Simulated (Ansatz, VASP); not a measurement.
**One calculation of NaC8, two programs**

```xyz
9
Lattice="-0.0066 0.0141 4.5080 4.9778 -0.0003 -0.0076 -2.4892 4.3109 0.0177" Properties=species:S:1:pos:R:3 pbc="T T T"
Na   -0.0033    0.0061    2.2539
C     1.2493    0.7213    0.0004
C    -0.0002    2.8739    0.0093
C     3.7284    0.7212   -0.0042
C     2.4887    2.8682    0.0063
C    -0.0001    1.4427    0.0037
C    -1.2398    3.5897    0.0144
C     2.4888    1.4369    0.0008
C     1.2394    3.5896    0.0098
```

Change from the starting cell: cell x1, atoms moved at random (sigma 0.15 Å) and cell strained at random (1.5 %), then relaxed without symmetry.

Alike in both runs: functional PBE; dispersion D3(BJ); k mesh 6 × 6 × 6; occupations gaussian, width 0.2 eV; no spin polarisation.

Ansatz relaxed the structure, and its values are those at the end. VASP's run is a single point on that final structure, the one shown.

```csv
,VASP,Ansatz
version,VASP 6.6.1,Ansatz 0.2.0
potentials or method,"VASP PAW PBE potentials, release 64 (Na_pv, C), cutoff 520 eV","scalar-relativistic, plane waves, PAW"
valence electrons in the cell,39,41
```

```csv
,VASP,Ansatz,Ansatz less VASP
gap on the k mesh at the Fermi level (eV),none,none,-
pressure (GPa),0.0,-0.1,-0.12
```

A gap of «none» marks a metal or a gap that the smearing closes. VASP's potentials hold 39 valence electrons a cell and Ansatz's 41, so a difference there can come from the potentials and not from the codes.
